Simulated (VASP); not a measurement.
Here is a VASP 6.6.1 calculation.

The input INCAR:

```
PREC = Accurate
ENCUT = 520
EDIFF = 1E-7
ISMEAR = -1
SIGMA = 0.05
LREAL = False
LASPH = True
NELM = 100
ALGO = Fast
ISIF = 2
LWAVE = False
LCHARG = False
GGA = CA
NBANDS = 34
```

File KPOINTS:

```
Automatic mesh
0
Gamma
  7 7 6
```

The input POSCAR:

```
Ga
1.0
    2.3058543979     -3.9056269163      0.0000000000
    2.3058543979      3.9056269163      0.0000000000
    0.0000000000      0.0000000000      4.6127284086
Ga
4
Direct
    0.3451000000      0.6549000000      0.4190000000
    0.1549000000      0.8451000000      0.9190000000
    0.6549000000      0.3451000000      0.5810000000
    0.8451000000      0.1549000000      0.0810000000
```

Potentials or basis: VASP PAW LDA potentials, release 64 (Ga_d).

The run is started by

```sh
$ cat potpaw_LDA.64/Ga_d/POTCAR > POTCAR
$ mpirun -np 1 vasp_std > vasp.out
```

(1) Predict the band gap on the k mesh.

(2) Predict the largest force.

(3) Predict the pressure.

## Answers

(1) zero (band 26 reaches 4.64 eV, above the bottom of band 27 at 3.40 eV).

(2) 0.133 eV/Å.

(3) -5.8 GPa.
